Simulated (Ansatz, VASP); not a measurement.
K in VASP and in Ansatz

Contents of INCAR:

```
SYSTEM = K
PREC = Accurate
ENCUT = 520
EDIFF = 1E-7
ISMEAR = -1
SIGMA = 0.05
LREAL = .FALSE.
LASPH = .TRUE.
NELM = 100
ALGO = Normal
ISIF = 2
LWAVE = .FALSE.
LCHARG = .FALSE.
GGA = PE
NBANDS = 10
```

KPOINTS

```
regular mesh
0
G
  7 7 7
  0 0 0
```

Contents of POSCAR:

```
K
1.0
   -2.6975585167      2.6975585167      2.6705829315
    2.6975585167     -2.6975585167      2.6705829315
    2.6975585167      2.6975585167     -2.6705829315
K
1
Direct
    0.0000000000      0.0000000000      0.0000000000
```

File input.yaml:

```yaml
crystal:
  lattice:
    - [-2.6975585167, 2.6975585167, 2.6705829315]
    - [2.6975585167, -2.6975585167, 2.6705829315]
    - [2.6975585167, 2.6975585167, -2.6705829315]
  atoms:
    - { symbol: K, position: [0.0, 0.0, 0.0] }
kpoints:
  mp_grid: { grid: [7, 7, 7] }
scf:
  occupations: { method: fermi_dirac, width: 0.05 }
hamiltonian:
  xc: pbe
  pseudopotentials: { kind: all_electron, lapw: { basis_error: 0.001 } }
output:
  forces: true
  stress: true
  eigenvalues: true
```

Change from the starting cell: strain = -0.01.

Alike in both runs: task single point; functional PBE; k mesh 7 × 7 × 7; occupations fermi-dirac, width 0.05 eV; no spin polarisation.

```csv
,VASP,Ansatz
version,VASP 6.6.1,Ansatz 0.2.0
potentials or method,"VASP PAW PBE potentials, release 64 (K_sv), cutoff 520 eV","all-electron LAPW, scalar-relativistic"
```

|  | VASP | Ansatz | Ansatz less VASP |
| --- | --- | --- | --- |
| gap on the k mesh at the Fermi level (eV) | none | none | - |
| pressure (GPa) | -0.2 | -0.2 | +0.01 |

A gap of «none» marks a metal or a gap that the smearing closes. Ansatz ran all-electron here, and VASP with PAW potentials.
